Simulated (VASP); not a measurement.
The system is Mg.

```xyz
2
Lattice="3.2093 0.0000 0.0000 -1.6046 2.7793 0.0000 0.0000 0.0000 5.2103" Properties=species:S:1:pos:R:3 pbc="T T T"
Mg    0.0000    1.8529    1.3026
Mg    1.6047    0.9264    3.9077
```

| Item | Value |
| --- | --- |
| Program | VASP 6.6.1 |
| Task | relaxation of cell and atoms |
| Functional | PBEsol |
| Potentials or basis | VASP PAW PBE potentials, release 64 (Mg) |
| Cutoff | 600 eV |
| k mesh | 15 × 15 × 8 |
| Occupations | gaussian, width 0.1 eV |
| Spin | no spin polarisation |

At the start: pressure -1.2 GPa; volume 23.24 Å³/atom.

How do energy, volume and symmetry change on relaxing?

Over 8 steps the energy falls by 3.4 meV/atom and the volume is 22.47 Å³/atom (-3.3 %); space group P6_3/mmc (No. 194, to 0.05 Å).

Step by step:
```tsv
step	energy change (eV)	largest force (eV/Å)	pressure (GPa)	volume (Å³)
1	0.0000	0.0000	-1.19	46.47
2	-0.0061	0.0000	-0.32	45.33
3	-0.0066	0.0000	0.04	44.89
4	-0.0066	0.0000	0.07	44.86
5	-0.0068	0.0000	0.05	44.89
6	-0.0068	0.0000	0.03	44.91
7	-0.0068	0.0000	0.02	44.92
8	-0.0068	0.0000	0.00	44.95
```

Final structure:
```cif
data_structure
_symmetry_space_group_name_H-M 'P 1'
_symmetry_Int_Tables_number 1
_cell_length_a 3.1881
_cell_length_b 3.1881
_cell_length_c 5.1062
_cell_angle_alpha 90.000
_cell_angle_beta 90.000
_cell_angle_gamma 120.000
_cell_volume 44.95
loop_
_atom_site_label
_atom_site_type_symbol
_atom_site_fract_x
_atom_site_fract_y
_atom_site_fract_z
_atom_site_occupancy
Mg1 Mg 0.33333 0.66667 0.25000 1
Mg2 Mg 0.66667 0.33333 0.75000 1
```

Caveat: the PAW data sets were made with another functional, which shifts forces and pressure a little.
